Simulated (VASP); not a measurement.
# GaAs (I-4m2) in VASP: settings compared

The runs below take GaAs through single point, with PBE, r2SCAN.

Everything below comes from runs of VASP 6.6.1. Logs are shortened: lines on timing, memory, paths and dates and some standing lists are left out, and cuts for length are marked.

**1. The cell of the first run**

Symmetry: I-4m2, No. 119, tetragonal system. Conventional cell: a = 3.926 Å, b = 3.926 Å, c = 5.762 Å, α = 90.00°, β = 90.00°, γ = 90.00°. Within 3.2 Å of Ga (site symmetry -4m2) lie 4 As at 2.44 Å. As (site symmetry -4m2) has 4 Ga at 2.44 Å within 3.2 Å.

**2. Single point, PBE (epitaxial xy strain -2.0%)**

Contents of INCAR:

```
SYSTEM = GaAs
ALGO     = Normal         ! electronic algorithm
EDIFF    = 1E-7           ! SCF threshold, eV
ENCUT    = 520            ! plane-wave cutoff, eV
GGA      = PE             ! functional
ISIF     = 2              ! what is computed and relaxed
ISMEAR   = -1             ! smearing method
LASPH    = .True.         ! aspherical terms in the spheres
LCHARG   = .False.        ! write CHGCAR
LREAL    = .False.        ! projectors in reciprocal space
LWAVE    = .False.        ! write WAVECAR
NBANDS   = 16             ! bands
NELM     = 80             ! most SCF steps
PREC     = Accurate       ! precision mode
SIGMA    = 0.02           ! smearing width, eV
```

Contents of KPOINTS:

```
k-points
0
Gamma
  8 8 8
  0 0 0
```

Contents of POSCAR:

```
GaAs
1.0
    0.0000000000      2.7764233935      2.8810310456
    2.7764233935      0.0000000000      2.8810310456
    2.7764233935      2.7764233935      0.0000000000
Ga As
1 1
Direct
    0.0000000000      0.0000000000      0.0000000000
    0.2500000000      0.2500000000      0.2500000000
```

Potentials or basis: VASP PAW PBE potentials, release 64 (Ga_d, As).

Launch:

```console
$ cat potpaw_PBE.64/Ga_d/POTCAR potpaw_PBE.64/As/POTCAR > POTCAR
$ mpirun -np 1 vasp_std > vasp.out
```

OUTCAR:

```text
SYSTEM = GaAs
   EDIFF = 1E-7
   ENCUT = 520
   GGA = PE
   ISIF = 2
   ISMEAR = -1
   LASPH = .True.
   LREAL = .False.
   NELM = 80
   PREC = Accurate

 ion  position               nearest neighbor table
   1  0.000  0.000  0.000-   2 2.44   2 2.44   2 2.44   2 2.44
   2  0.250  0.250  0.250-   1 2.44   1 2.44   1 2.44   1 2.44

  LATTYP: Found a body centered tetragonal cell.
 ALAT       =     3.9264556180
 C/A-ratio  =     1.4674970640

  Lattice vectors:

 A1 = (  -2.7764233935,   0.0000000000,   2.8810310456)
 A2 = (   2.7764233935,   0.0000000000,   2.8810310456)
 A3 = (   0.0000000000,   2.7764233935,  -2.8810310456)

Analysis of symmetry for initial positions (statically):
=====================================================================
 Subroutine PRICEL returns:
 Original cell was already a primitive cell.

 Routine SETGRP: Setting up the symmetry group for a
 body centered tetragonal supercell.

 Subroutine GETGRP returns: Found  8 space group operations
 (whereof  8 operations were pure point group operations)
 out of a pool of 16 trial point group operations.

The static configuration has the point symmetry D_2d.

Analysis of symmetry for dynamics (positions and initial velocities):
=====================================================================
 Subroutine PRICEL returns:
 Original cell was already a primitive cell.

 Routine SETGRP: Setting up the symmetry group for a
 body centered tetragonal supercell.

 Subroutine GETGRP returns: Found  8 space group operations
 (whereof  8 operations were pure point group operations)
 out of a pool of 16 trial point group operations.

The dynamic configuration has the point symmetry D_2d.

 Subroutine INISYM returns: Found  8 space group operations
 (whereof  8 operations are pure point group operations),
 and found     1 'primitive' translations

----------------------------------------------------------------------------------------

                                     Primitive cell

  volume of cell :      44.4170

  direct lattice vectors                    reciprocal lattice vectors
     0.000000000  2.776423394  2.881031046    -0.180087807  0.180087807  0.173548980
     2.776423394  0.000000000  2.881031046     0.180087807 -0.180087807  0.173548980
     2.776423394  2.776423394  0.000000000     0.180087807  0.180087807 -0.173548980

  length of vectors
     4.001108190  4.001108190  3.926455618     0.308192286  0.308192286  0.308192286

[... 79 lines left out ...]
   NELM   =     80;   NELMIN=  2; NELMDL= -5     # of ELM steps
   EDIFF  = 0.1E-06   stopping-criterion for ELM
   LREAL  =      F    real-space projection
   EDIFFG = 0.1E-05   stopping-criterion for IOM
   NSW    =      0    number of steps for IOM
   IBRION =     -1    ionic relax: 0-MD 1-quasi-New 2-CG
   NFREE  =      0    steps in history (QN), initial steepest desc. (CG)
   ISIF   =      2    stress and relaxation
   ISYM   =      2    0-nonsym 1-usesym 2-fastsym
   POTIM  = 0.5000    time-step for ionic-motion
   TEBEG  =    0.0;   TEEND  =   0.0 temperature during run
   PSTRESS=    0.0 pullay stress
   NELECT =      18.0000    total number of electrons
   NUPDOWN=      -1.0000    fix difference up-down
   EMIN   =  10.00;   EMAX   =-10.00  energy-range for DOS
   EFERMI =   0.00;   METHOD = LEGACY
   ISMEAR =    -1;   SIGMA  =   0.02  broadening in eV -4-tet -1-fermi 0-gaus
   EFERMI_NEDOS =   21; number of points for ismear=-14 and -15
   IALGO  =     38    algorithm
   IMIX   =      4    mixing-type and parameters
     AMIX     =   0.40;   BMIX     =  1.00
     AMIX_MAG =   1.60;   BMIX_MAG =  1.00
  volume/ion in A,a.u.               =      22.21       149.87
  Fermi-wavevector in a.u.,A,eV,Ry     =   1.211479  2.289363 19.969017  1.467681
  Thomas-Fermi vector in A             =   2.346993
   LORBIT       =      0    0 simple, 1 ext, 2 COOP (PROOUT), +10 PAW based schemes
   GGA     = PE    functional components
   LHFCALC =     F    Hartree Fock is set to
   AEXX    =    0.0000 exact exchange contribution
   IVDW    =     0    specifies the selected vdW correction
   LEPSILON=     F    determine dielectric tensor
   LRPA    =     F    only Hartree local field effects (RPA)
 non-spin polarized calculation
  energy-cutoff  :      520.00
  volume of cell :       44.42
 maximum number of plane-waves:      1214
 NGX is ok and might be reduce to    30
   NGX = 15   NGY = 15   NGZ = 15

 number of electron      18.0000007 magnetization

 Free energy of the ion-electron system (eV)
  ---------------------------------------------------
  ext. energy  EPLUGINS =         0.00000000
  ---------------------------------------------------
  free energy    TOTEN  =        -8.21963002 eV

  energy without entropy =       -8.21963001  energy(sigma->0) =       -8.21963001

 E-fermi :   4.4583     XC(G=0):  -9.6656

 val. band max:        4.1702449157   @ k =   0.0000   0.0000   0.0000
 cond. band min:       4.7327224358   @ k =   0.0000   0.0000   0.0000
 fundamental gap:      0.5624775201
 Fermi energy:         4.4582754720

 k-point     1 :       0.0000    0.0000    0.0000
  band No.  band energies     occupation
      1     -10.7533      2.00000
      2     -10.7437      2.00000
      3     -10.7437      2.00000
      4     -10.6666      2.00000
      5     -10.6615      2.00000
      6      -8.7518      2.00000
[... 433 lines left out ...]
      3     -10.7234      2.00000
      4     -10.6718      2.00000
      5     -10.6556      2.00000
      6      -7.4171      2.00000
[... 8 lines left out ...]
     15      14.3598      0.00000
     16      15.2411      0.00000

 [... further k-points ...]

------------------------ aborting loop because EDIFF is reached ----------------------------------------

  FORCE on cell =-STRESS in cart. coord.  units (eV):
  Direction    XX          YY          ZZ          XY          YZ          ZX
  --------------------------------------------------------------------------------------
  -------------------------------------------------------------------------------------
  Total        1.5464624      1.5464624      0.8944148      0.0000000     -0.0000000      0.0000000
  in kB       55.7828410     55.7828410     32.2626639      0.0000000     -0.0000000      0.0000000
  external PRESSURE =      47.9427820 kB  Pullay stress =       0.0000000 kB

 VOLUME and BASIS-vectors are now :
 -----------------------------------------------------------------------------
  energy-cutoff  :      520.00
  volume of cell :       44.42
      direct lattice vectors                 reciprocal lattice vectors
     0.000000000  2.776423394  2.881031046    -0.180087807  0.180087807  0.173548980
     2.776423394  0.000000000  2.881031046     0.180087807 -0.180087807  0.173548980
     2.776423394  2.776423394  0.000000000     0.180087807  0.180087807 -0.173548980

 POSITION                                       TOTAL-FORCE (eV/Angst)
 -----------------------------------------------------------------------------------
      0.00000      0.00000      0.00000         0.000000     -0.000000      0.000000
      1.38821      1.38821      1.44052         0.000000      0.000000     -0.000000
 -----------------------------------------------------------------------------------
    total drift:                                0.000001      0.000001      0.000001

  FREE ENERGIE OF THE ION-ELECTRON SYSTEM (eV)
  ---------------------------------------------------
  free  energy   TOTEN  =        -8.2196300155 eV

  energy  without entropy=       -8.2196300129  energy(sigma->0) =       -8.21963001
```

It took 27 s on 1 thread of Intel Xeon 6975P-C (Granite Rapids), shared host; peak memory 0.19 GiB.

What came out:

```
Free energy            : -8.2196 eV
Pressure               : 4.8 GPa
Band gap on the k mesh : 0.56 eV
```

Caveat: the cell differs from its parent crystal (epitaxial xy strain -2.0%); the cell stands under pressure.

**3. Single point, r2SCAN (epitaxial xy strain -2.0%)**

POSCAR is that of step 2.

Contents of INCAR.step1:

```
PREC = Accurate
ENCUT = 520
ISMEAR = 0
SIGMA = 0.01
LREAL = F
LASPH = T
NELM = 60
NBANDS = 16
GGA = PE
ALGO = Normal
EDIFF = 1E-4
LWAVE = T
LCHARG = F
```

Contents of INCAR.step2:

```
PREC = Accurate
ENCUT = 520
EDIFF = 1E-6
ISMEAR = 0
SIGMA = 0.01
LREAL = F
LASPH = T
NELM = 60
ALGO = Normal
ISIF = 2
LWAVE = F
LCHARG = T
METAGGA = R2SCAN
LMIXTAU = T
LELF = T
LVHAR = T
NBANDS = 16
ISTART = 1
```

Contents of KPOINTS:

```
regular mesh
0
Gamma
  8 8 8
```

Potentials or basis: VASP PAW PBE potentials, release 64 (Ga_d, As).

Launch:

```console
$ cat potpaw_PBE.64/Ga_d/POTCAR potpaw_PBE.64/As/POTCAR > POTCAR
$ cp INCAR.step1 INCAR
$ mpirun -np 1 vasp_std > vasp.out
$ cp INCAR.step2 INCAR
$ mpirun -np 1 vasp_std > vasp.out
```

Wall time 90 s (1 thread of Intel Xeon 6975P-C (Granite Rapids), shared host); peak memory 0.19 GiB.

It converged, with:

| Quantity | Value |
| --- | --- |
| Free energy | -27.0377 eV |
| Pressure | 2.0 GPa |
| Band gap on the k mesh | 1.04 eV |

Stress tensor (GPa, compression positive):
```
2.86 0.00 0.00
0.00 2.86 0.00
0.00 0.00 0.17
```

Levels at points of the mesh, in eV from the valence-band top:
| k point | band 7 | band 8 | band 9 | band 10 | band 11 | band 12 |
| --- | --- | --- | --- | --- | --- | --- |
| (0.00, 0.00, 0.00) | -0.24 | 0.00 | 0.00 | 1.04 | 3.94 | 3.94 |
| (0.50, 0.00, 0.00) | -6.99 | -1.45 | -1.12 | 1.31 | 4.82 | 5.05 |
| (0.50, 0.50, 0.00) | -7.31 | -2.74 | -2.74 | 1.82 | 2.11 | 10.91 |
| (0.50, 0.00, 0.50) | -7.07 | -3.01 | -2.99 | 1.57 | 1.74 | 10.74 |

Caveat: the cell differs from its parent crystal (epitaxial xy strain -2.0%); the PAW data sets were made with another functional, which shifts forces and pressure a little. A k mesh can miss the band edges.
